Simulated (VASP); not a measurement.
# SnO (P4/nmm) in VASP: notebook

SnO is run at these levels: PBE; tasks: single point.

Program: VASP 6.6.1. These are calculated values, not measurements. Logs are shortened: lines on timing, memory, paths and dates and some standing lists are left out, and cuts for length are marked.

**1. The cell of the first run**

The structure is tetragonal, space group P4/nmm (No. 129). The conventional cell has a = 3.926 Å, b = 3.926 Å, c = 4.915 Å, α = 90.00°, β = 90.00°, γ = 90.00°. Sn (site symmetry 4mm) has 4 O at 2.26 Å within 3.0 Å. O (site symmetry -4m2) has 4 Sn at 2.26 Å and 4 O at 2.78 Å within 3.0 Å.

**2. Single point, PBE (strain +0.015 along x and y, -0.030 along z)**

The input, INCAR:

```
SYSTEM = SnO
PREC = Accurate
ENCUT = 520
EDIFF = 1E-6
ISMEAR = 0
SIGMA = 0.05
LREAL = .False.
LASPH = .True.
NELM = 100
ALGO = Normal
ISIF = 2
LWAVE = .False.
LCHARG = .True.
GGA = PE
LELF = .True.
LVHAR = .True.
NBANDS = 28
```

The input, KPOINTS:

```
Automatic mesh
0
Gamma
  10 10 8
  0 0 0
```

The input, POSCAR:

```
SnO
1.0
    3.9261933127      0.0000000000      0.0000000000
    0.0000000000      3.9261933127      0.0000000000
    0.0000000000      0.0000000000      4.9152585912
Sn O
2 2
Direct
    0.0000000000      0.5000000000      0.2287361932
    0.5000000000      0.0000000000      0.7712638068
    0.0000000000      0.0000000000      0.0000000000
    0.5000000000      0.5000000000      0.0000000000
```

Potentials or basis: VASP PAW PBE potentials, release 64 (Sn_d, O).

Started as:

```bash
$ cat potpaw_PBE.64/Sn_d/POTCAR potpaw_PBE.64/O/POTCAR > POTCAR
$ mpirun -np 1 vasp_std > vasp.out
```

OUTCAR:

```text
SYSTEM = SnO
   PREC = Accurate
   ENCUT = 520
   EDIFF = 1E-6
   ISMEAR = 0
   LREAL = .False.
   LASPH = .True.
   NELM = 100
   ISIF = 2
   GGA = PE

 ion  position               nearest neighbor table
   1  0.000  0.500  0.229-   3 2.26   4 2.26   3 2.26   4 2.26   2 3.57   2 3.57   2 3.57   2 3.57

   2  0.500  0.000  0.771-   3 2.26   4 2.26   4 2.26   3 2.26   1 3.57   1 3.57   1 3.57   1 3.57

   3  0.000  0.000  0.000-   1 2.26   2 2.26   1 2.26   2 2.26
   4  0.500  0.500  0.000-   1 2.26   2 2.26   2 2.26   1 2.26

  LATTYP: Found a simple tetragonal cell.
 ALAT       =     3.9261933127
 C/A-ratio  =     1.2519145645

  Lattice vectors:

 A1 = (   3.9261933127,   0.0000000000,   0.0000000000)
 A2 = (   0.0000000000,   3.9261933127,   0.0000000000)
 A3 = (   0.0000000000,   0.0000000000,   4.9152585912)

Analysis of symmetry for initial positions (statically):
=====================================================================
 Subroutine PRICEL returns:
 Original cell was already a primitive cell.

 Routine SETGRP: Setting up the symmetry group for a
 simple tetragonal supercell.

 Subroutine GETGRP returns: Found 16 space group operations
 (whereof  8 operations were pure point group operations)
 out of a pool of 16 trial point group operations.

The static configuration has the point symmetry D_2d.
 The point group associated with its full space group is D_4h.

Analysis of symmetry for dynamics (positions and initial velocities):
=====================================================================
 Subroutine PRICEL returns:
 Original cell was already a primitive cell.

 Routine SETGRP: Setting up the symmetry group for a
 simple tetragonal supercell.

 Subroutine GETGRP returns: Found 16 space group operations
 (whereof  8 operations were pure point group operations)
 out of a pool of 16 trial point group operations.

The dynamic configuration has the point symmetry D_2d.
 The point group associated with its full space group is D_4h.

 Subroutine INISYM returns: Found 16 space group operations
 (whereof  8 operations are pure point group operations),
 and found     1 'primitive' translations

----------------------------------------------------------------------------------------

                                     Primitive cell

  volume of cell :      75.7687

  direct lattice vectors                    reciprocal lattice vectors
     3.926193313  0.000000000  0.000000000     0.254699634  0.000000000  0.000000000
     0.000000000  3.926193313  0.000000000     0.000000000  0.254699634  0.000000000
     0.000000000  0.000000000  4.915258591     0.000000000  0.000000000  0.203448096

  length of vectors
     3.926193313  3.926193313  4.915258591     0.254699634  0.254699634  0.203448096

  position of ions in fractional coordinates (direct lattice)
     0.000000000  0.500000000  0.228736193
     0.500000000  0.000000000  0.771263807
     0.000000000  0.000000000  0.000000000
     0.500000000  0.500000000  0.000000000

  ion indices of the primitive-cell ions
   primitive index   ion index
                 1           1
                 2           2
                 3           3
                 4           4

----------------------------------------------------------------------------------------

 KPOINTS: Automatic mesh

Automatic generation of k-mesh.
 Grid dimensions read from file:
 generate k-points for:   10   10    8

 Generating k-lattice:

  Cartesian coordinates                     Fractional coordinates (reciprocal lattice)
     0.025469963  0.000000000  0.000000000     0.100000000  0.000000000  0.000000000
     0.000000000  0.025469963  0.000000000     0.000000000  0.100000000  0.000000000
     0.000000000  0.000000000  0.025431012     0.000000000  0.000000000  0.125000000

  Length of vectors
     0.025469963  0.025469963  0.025431012

  Shift w.r.t. Gamma in fractional coordinates (k-lattice)
     0.000000000  0.000000000  0.000000000

 Subroutine IBZKPT returns following result:
 ===========================================

 Found    105 irreducible k-points:

 Following reciprocal coordinates:
            Coordinates               Weight
  0.000000  0.000000  0.000000      1.000000
  0.100000  0.000000  0.000000      4.000000
  0.200000  0.000000  0.000000      4.000000
  0.300000  0.000000  0.000000      4.000000
  0.400000  0.000000  0.000000      4.000000
  0.500000  0.000000  0.000000      2.000000
[... 16 lines left out ...]
  0.100000  0.000000  0.125000      8.000000
  0.200000  0.000000  0.125000      8.000000
 [... further k-points ...]
   k-points           NKPTS =    105   k-points in BZ     NKDIM =    105   number of bands    NBANDS=     28
   number of dos      NEDOS =    301   number of ions     NIONS =      4
   total plane-waves  NPLWV =  36000
   dimension x,y,z NGX =    30 NGY =   30 NGZ =   40
   dimension x,y,z NGXF=    60 NGYF=   60 NGZF=   80
   ions per type =               2   2
   NGX,Y,Z   is equivalent  to a cutoff of  12.70, 12.70, 13.53 a.u.
   NGXF,Y,Z  is equivalent  to a cutoff of  25.41, 25.41, 27.06 a.u.
 SYSTEM =  SnO
   PREC   = accura    normal or accurate (medium, high low for compatibility)
   ISTART =      0    job   : 0-new  1-cont  2-samecut
   ICHARG =      2    charge: 1-file 2-atom 10-const
   ISPIN  =      1    spin polarized calculation?
   LNONCOLLINEAR =      F non collinear calculations
   LSORBIT =      F    spin-orbit coupling
   LASPH  =      T    aspherical Exc in radial PAW
   ENCUT  =  520.0 eV  38.22 Ry    6.18 a.u.   7.30  7.30  9.14*2*pi/ulx,y,z
   NELM   =    100;   NELMIN=  2; NELMDL= -5     # of ELM steps
   EDIFF  = 0.1E-05   stopping-criterion for ELM
   LREAL  =      F    real-space projection
   EDIFFG = 0.1E-04   stopping-criterion for IOM
   NSW    =      0    number of steps for IOM
   IBRION =     -1    ionic relax: 0-MD 1-quasi-New 2-CG
   NFREE  =      0    steps in history (QN), initial steepest desc. (CG)
   ISIF   =      2    stress and relaxation
   ISYM   =      2    0-nonsym 1-usesym 2-fastsym
   POTIM  = 0.5000    time-step for ionic-motion
   TEBEG  =    0.0;   TEEND  =   0.0 temperature during run
   PSTRESS=    0.0 pullay stress
   NELECT =      40.0000    total number of electrons
   NUPDOWN=      -1.0000    fix difference up-down
   EMIN   =  10.00;   EMAX   =-10.00  energy-range for DOS
   EFERMI =   0.00;   METHOD = LEGACY
   ISMEAR =     0;   SIGMA  =   0.05  broadening in eV -4-tet -1-fermi 0-gaus
   EFERMI_NEDOS =   21; number of points for ismear=-14 and -15
   IALGO  =     38    algorithm
   IMIX   =      4    mixing-type and parameters
     AMIX     =   0.40;   BMIX     =  1.00
     AMIX_MAG =   1.60;   BMIX_MAG =  1.00
  volume/ion in A,a.u.               =      18.94       127.83
  Fermi-wavevector in a.u.,A,eV,Ry     =   1.323117  2.500329 23.818884  1.750639
  Thomas-Fermi vector in A             =   2.452749
   LORBIT       =      0    0 simple, 1 ext, 2 COOP (PROOUT), +10 PAW based schemes
   GGA     = PE    functional components
   LHFCALC =     F    Hartree Fock is set to
   AEXX    =    0.0000 exact exchange contribution
   IVDW    =     0    specifies the selected vdW correction
   LEPSILON=     F    determine dielectric tensor
   LRPA    =     F    only Hartree local field effects (RPA)
 non-spin polarized calculation
 Gauss-broadening in eV      SIGMA  =   0.05
  energy-cutoff  :      520.00
  volume of cell :       75.77
 maximum number of plane-waves:      2060
 NGX is ok and might be reduce to    30
   NGX = 15   NGY = 15   NGZ = 19

 number of electron      39.9999985 magnetization

 Free energy of the ion-electron system (eV)
  ---------------------------------------------------
  ext. energy  EPLUGINS =         0.00000000
  ---------------------------------------------------
  free energy    TOTEN  =       -22.70552576 eV

  energy without entropy =      -22.70552576  energy(sigma->0) =      -22.70552576

 E-fermi :   6.2414     XC(G=0):  -9.8377

 val. band max:        5.9992408844   @ k =   0.1000   0.1000   0.0000
 cond. band min:       6.6358199124   @ k =   0.5000   0.5000   0.0000
 fundamental gap:      0.6365790279
 Fermi energy:         6.2413580073

 k-point     1 :       0.0000    0.0000    0.0000
  band No.  band energies     occupation
      1     -15.6131      2.00000
      2     -15.2557      2.00000
      3     -15.2557      2.00000
      4     -15.2391      2.00000
      5     -15.2201      2.00000
      6     -15.2162      2.00000
[... 20 lines left out ...]
     27      13.0601      0.00000
     28      13.5492      0.00000

 k-point     2 :       0.1000    0.0000    0.0000
  band No.  band energies     occupation
      1     -15.6075      2.00000
      2     -15.2542      2.00000
      3     -15.2533      2.00000
      4     -15.2392      2.00000
      5     -15.2211      2.00000
      6     -15.2134      2.00000
[... 20 lines left out ...]
     27      13.2139      0.00000
     28      14.2250      0.00000

 k-point     3 :       0.2000    0.0000    0.0000
  band No.  band energies     occupation
      1     -15.5914      2.00000
      2     -15.2770      2.00000
      3     -15.2500      2.00000
      4     -15.2463      2.00000
      5     -15.2236      2.00000
      6     -15.2164      2.00000
[... 20 lines left out ...]
     27      13.3966      0.00000
     28      15.5995      0.00000

 k-point     4 :       0.3000    0.0000    0.0000
  band No.  band energies     occupation
      1     -15.5659      2.00000
      2     -15.3501      2.00000
      3     -15.2443      2.00000
      4     -15.2358      2.00000
      5     -15.2269      2.00000
      6     -15.2106      2.00000
[... 20 lines left out ...]
     27      13.6627      0.00000
     28      16.7050      0.00000

 k-point     5 :       0.4000    0.0000    0.0000
  band No.  band energies     occupation
      1     -15.5306      2.00000
      2     -15.4223      2.00000
      3     -15.2386      2.00000
      4     -15.2303      2.00000
      5     -15.2243      2.00000
      6     -15.2095      2.00000
[... 20 lines left out ...]
     27      14.0527      0.00000
     28      15.5969      0.00000

 k-point     6 :       0.5000    0.0000    0.0000
  band No.  band energies     occupation
      1     -15.4832      2.00000
      2     -15.4832      2.00000
      3     -15.2340      2.00000
      4     -15.2340      2.00000
      5     -15.2148      2.00000
      6     -15.2148      2.00000
[... 463 lines left out ...]
      5     -15.1995      2.00000
      6     -15.1995      2.00000
[... 20 lines left out ...]
     27      13.7430      0.00000
     28      13.7430      0.00000

 k-point    22 :       0.0000    0.0000    0.1250
  band No.  band energies     occupation
      1     -15.6115      2.00000
      2     -15.2532      2.00000
      3     -15.2532      2.00000
      4     -15.2406      2.00000
      5     -15.2189      2.00000
      6     -15.2148      2.00000
[... 20 lines left out ...]
     27      12.9918      0.00000
     28      13.6689      0.00000

 k-point    23 :       0.1000    0.0000    0.1250
  band No.  band energies     occupation
      1     -15.6061      2.00000
      2     -15.2524      2.00000
      3     -15.2517      2.00000
      4     -15.2402      2.00000
      5     -15.2197      2.00000
      6     -15.2126      2.00000
[... 20 lines left out ...]
     27      13.2040      0.00000
     28      14.2899      0.00000

 k-point    24 :       0.2000    0.0000    0.1250
  band No.  band energies     occupation
      1     -15.5905      2.00000
      2     -15.2807      2.00000
      3     -15.2501      2.00000
      4     -15.2428      2.00000
      5     -15.2222      2.00000
      6     -15.2173      2.00000
[... 20 lines left out ...]
     27      13.5018      0.00000
     28      15.5932      0.00000

 [... further k-points ...]
[... 5 lines left out ...]
  --------------------------------------------------------------------------------------
  -------------------------------------------------------------------------------------
  Total       -0.6171521     -0.6171521      0.6695698      0.0000000      0.0000000      0.0000000
  in kB      -13.0500767    -13.0500767     14.1584822      0.0000000      0.0000000      0.0000000
  external PRESSURE =      -3.9805571 kB  Pullay stress =       0.0000000 kB

 VOLUME and BASIS-vectors are now :
 -----------------------------------------------------------------------------
  energy-cutoff  :      520.00
  volume of cell :       75.77
      direct lattice vectors                 reciprocal lattice vectors
     3.926193313  0.000000000  0.000000000     0.254699634  0.000000000  0.000000000
     0.000000000  3.926193313  0.000000000     0.000000000  0.254699634  0.000000000
     0.000000000  0.000000000  4.915258591     0.000000000  0.000000000  0.203448096

 POSITION                                       TOTAL-FORCE (eV/Angst)
 -----------------------------------------------------------------------------------
      0.00000      1.96310      1.12430        -0.000000     -0.000000      0.267406
      1.96310      0.00000      3.79096         0.000000     -0.000000     -0.267406
      0.00000      0.00000      0.00000        -0.000000      0.000000      0.000000
      1.96310      1.96310      0.00000        -0.000000     -0.000000      0.000000
 -----------------------------------------------------------------------------------
    total drift:                                0.000000      0.000000      0.000000

  FREE ENERGIE OF THE ION-ELECTRON SYSTEM (eV)
  ---------------------------------------------------
  free  energy   TOTEN  =       -22.7055257642 eV

  energy  without entropy=      -22.7055257642  energy(sigma->0) =      -22.70552576
```

It took 4.9 min on 1 thread of AMD EPYC 7R13, shared host; peak memory 0.28 GiB.

Results:

```yaml
Free_energy: -22.7055 eV
Pressure: -0.4 GPa
Largest_force: 0.267 eV/Å
Band_gap_on_the_k_mesh: 0.64 eV (least direct gap 1.90 eV)
```

Forces in eV/Å, atoms in the order of the input:
```
Sn   0.000  0.000  0.267
Sn   0.000  0.000 -0.267
O    0.000  0.000  0.000
O    0.000  0.000  0.000
```

Caveat: the cell differs from its parent crystal (strain +0.015 along x and y, -0.030 along z); semilocal functionals underestimate gaps, and a narrow one can read as zero; spin-orbit coupling is left out, which moves the levels of the heavy elements.

**3. Single point, PBE (strain +0.000 along x and y, +0.015 along z)**

The input, INCAR:

```
SYSTEM = SnO
  ALGO = Normal
  EDIFF = 1E-7
  ENCUT = 520
  GGA = PE
  ISIF = 2
  ISMEAR = 0
  LASPH = .TRUE.
  LCHARG = .TRUE.
  LELF = .TRUE.
  LREAL = .FALSE.
  LVHAR = .TRUE.
  LWAVE = .FALSE.
  NBANDS = 28
  NELM = 100
  PREC = Accurate
  SIGMA = 0.05
```

The input, KPOINTS:

```
k-points
0
G
  10 10 8
  0 0 0
```

The input, POSCAR:

```
SnO
1.0
    3.8681707514      0.0000000000      0.0000000000
    0.0000000000      3.8681707514      0.0000000000
    0.0000000000      0.0000000000      5.1432860516
Sn O
2 2
Direct
    0.0000000000      0.5000000000      0.2287361932
    0.5000000000      0.0000000000      0.7712638068
    0.0000000000      0.0000000000      0.0000000000
    0.5000000000      0.5000000000      0.0000000000
```

Potentials or basis: VASP PAW PBE potentials, release 64 (Sn_d, O).

Started as:

```bash
$ cat potpaw_PBE.64/Sn_d/POTCAR potpaw_PBE.64/O/POTCAR > POTCAR
$ mpirun -np 1 vasp_std > vasp.out
```

Wall time 4.5 min (1 thread of AMD EPYC 7R13, shared host); peak memory 0.28 GiB.

It converged, with:

* Free energy: -22.7234 eV
* Pressure: -0.8 GPa
* Largest force: 0.192 eV/Å
* Band gap on the k mesh: 0.51 eV (least direct gap 1.89 eV)

Forces in eV/Å, atoms in the order of the input:
```
Sn   0.000  0.000 -0.192
Sn   0.000  0.000  0.192
O    0.000  0.000  0.000
O    0.000  0.000  0.000
```

Stress tensor (GPa, compression positive):
```
-0.60  0.00  0.00
 0.00 -0.60  0.00
 0.00  0.00 -1.21
```

Levels at points of the mesh, in eV from the valence-band top:
| k point | band 18 | band 19 | band 20 | band 21 | band 22 | band 23 |
| --- | --- | --- | --- | --- | --- | --- |
| (0.00, 0.00, 0.00) | -2.77 | -2.77 | 0.00 | 1.89 | 4.02 | 4.91 |
| (0.50, 0.00, 0.00) | -4.36 | -2.33 | -2.33 | 2.95 | 2.95 | 5.65 |
| (0.50, 0.50, 0.00) | -2.14 | -1.78 | -1.78 | 0.51 | 0.51 | 4.50 |
| (0.00, 0.00, 0.50) | -2.79 | -2.79 | -1.98 | 1.80 | 3.33 | 3.33 |
| (0.50, 0.00, 0.50) | -4.33 | -1.55 | -1.55 | 2.40 | 2.40 | 5.55 |
| (0.50, 0.50, 0.50) | -2.34 | -2.14 | -2.14 | 2.58 | 2.58 | 3.63 |

Caveat: the cell differs from its parent crystal (strain +0.000 along x and y, +0.015 along z); semilocal functionals underestimate gaps, and a narrow one can read as zero; spin-orbit coupling is left out, which moves the levels of the heavy elements. A k mesh can miss the band edges.
